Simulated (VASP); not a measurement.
# PbSe (Fm-3m) in VASP: a series of runs, part 2 of 2

VASP 6.6.1.

## (4) Electric field gradients, PBEsol (volume scaled by 0.99)

The input, INCAR:

```
PREC     = Accurate       # precision mode
ENCUT    = 520            # plane-wave cutoff, eV
EDIFF    = 1E-8           # SCF threshold, eV
ISMEAR   = -1             # smearing method
SIGMA    = 0.02           # smearing width, eV
LREAL    = False          # projectors in reciprocal space
LASPH    = True           # aspherical terms in the spheres
NELM     = 100            # most SCF steps
ALGO     = Normal         # electronic algorithm
ISIF     = 2              # what is computed and relaxed
LWAVE    = False          # write WAVECAR
LCHARG   = False          # write CHGCAR
GGA      = PS             # functional
LEFG     = True         
NBANDS   = 17             # bands
```

The input, KPOINTS:

```
Automatic mesh
0
Gamma
  7 7 7
```

The input, POSCAR:

```
PbSe
1.0
    0.0000000000      3.0519086191      3.0519086191
    3.0519086191      0.0000000000      3.0519086191
    3.0519086191      3.0519086191      0.0000000000
Pb Se
1 1
Direct
    0.0000000000      0.0000000000      0.0000000000
    0.5000000000      0.5000000000      0.5000000000
```

Potentials or basis: VASP PAW PBE potentials, release 64 (Pb_d, Se).

The run is started by

```sh
$ cat potpaw_PBE.64/Pb_d/POTCAR potpaw_PBE.64/Se/POTCAR > POTCAR
$ mpirun -np 1 vasp_std > vasp.out
```

OUTCAR:

```text
PREC = Accurate
   ENCUT = 520
   EDIFF = 1E-8
   ISMEAR = -1
   LREAL = False
   LASPH = True
   NELM = 100
   ISIF = 2
   GGA = PS

 ion  position               nearest neighbor table
   1  0.000  0.000  0.000-   2 3.05   2 3.05   2 3.05   2 3.05   2 3.05   2 3.05
   2  0.500  0.500  0.500-   1 3.05   1 3.05   1 3.05   1 3.05   1 3.05   1 3.05

  LATTYP: Found a face centered cubic cell.
 ALAT       =     6.1038172382

  Lattice vectors:

 A1 = (   0.0000000000,   3.0519086191,   3.0519086191)
 A2 = (   3.0519086191,   0.0000000000,   3.0519086191)
 A3 = (   3.0519086191,   3.0519086191,   0.0000000000)

Analysis of symmetry for initial positions (statically):
=====================================================================
 Subroutine PRICEL returns:
 Original cell was already a primitive cell.

 Routine SETGRP: Setting up the symmetry group for a
 face centered cubic supercell.

[... 580 lines left out ...]
  volume of cell :       56.85
      direct lattice vectors                 reciprocal lattice vectors
     0.000000000  3.051908619  3.051908619    -0.163831904  0.163831904  0.163831904
     3.051908619  0.000000000  3.051908619     0.163831904 -0.163831904  0.163831904
     3.051908619  3.051908619  0.000000000     0.163831904  0.163831904 -0.163831904

 POSITION                                       TOTAL-FORCE (eV/Angst)
 -----------------------------------------------------------------------------------
      0.00000      0.00000      0.00000         0.000000      0.000000     -0.000000
      3.05191      3.05191      3.05191         0.000000      0.000000      0.000000
 -----------------------------------------------------------------------------------
    total drift:                                0.000000     -0.000000     -0.000000

  FREE ENERGIE OF THE ION-ELECTRON SYSTEM (eV)
  ---------------------------------------------------
  free  energy   TOTEN  =        -8.9200239803 eV

  energy  without entropy=       -8.9200239802  energy(sigma->0) =       -8.92002398

 Electric field gradients (V/A^2)
---------------------------------------------------------------------
 ion       V_xx      V_yy      V_zz      V_xy      V_xz      V_yz
---------------------------------------------------------------------
   1      -0.000     0.000     0.000     0.000     0.000     0.000
   2      -0.000    -0.000    -0.000     0.000     0.000     0.000
---------------------------------------------------------------------

 Electric field gradients after diagonalization (V/A^2)
 (convention: |V_zz| > |V_xx| > |V_yy|)
----------------------------------------------------------------------
 ion       V_xx      V_yy      V_zz     asymmetry (V_yy - V_xx)/ V_zz
----------------------------------------------------------------------
   1      -0.000    -0.000     0.000       0.000
   2      -0.000    -0.000     0.000       0.000
----------------------------------------------------------------------

           NMR quadrupolar parameters

 Cq : quadrupolar parameter    Cq=e*Q*V_zz/h
 eta: asymmetry parameters     (V_yy - V_xx)/ V_zz
 Q  : nuclear electric quadrupole moment in mb (millibarn)
----------------------------------------------------------------------
 ion       Cq(MHz)       eta       Q (mb)
----------------------------------------------------------------------
   1       0.000       0.000       1.000
   2       0.000       0.000       1.000
----------------------------------------------------------------------
```

stdout:

```text
POSCAR found type information on POSCAR PbSe
 POSCAR found :  2 types and       2 ions
 scaLAPACK will be used
 -----------------------------------------------------------------------------
|                                                                             |
|                                                                             |
|     You enforced a specific xc type in the INCAR file but a different       |
|     I HOPE YOU KNOW WHAT YOU ARE DOING!                                     |
|                                                                             |
 -----------------------------------------------------------------------------

 LDA part: xc-table for (Slater+PW92), standard interpolation
 POSCAR, INCAR and KPOINTS ok, starting setup
 FFT: planning ... GRIDC
 FFT: planning ... GRID_SOFT
 FFT: planning ... GRID
 WAVECAR not read
 entering main loop
ion   1

ion   2
```

Run time: 8.4 s. Hardware: 1 thread of Intel Xeon 6975P-C (Granite Rapids), shared host; peak memory 0.18 GiB.

Results:

- Free energy: -8.9200 eV
- Pressure: -0.1 GPa

Levels at points of the mesh, in eV from the Fermi level:
```tsv
k point	band 8	band 9	band 10	band 11	band 12	band 13
(0.00, 0.00, 0.00)	-2.04	-2.04	-2.04	4.57	4.57	4.57
```

Caveat: this odd mesh misses L, where the gap lies, so gap, dielectric constants and Born charges aren't listed; without QUAD_EFG the Cq values of the log hold for a quadrupole moment of 1 mb, not for the nuclei; the PAW data sets were made with another functional, which shifts forces and pressure a little; spin-orbit coupling is left out, which moves the levels of the heavy elements.
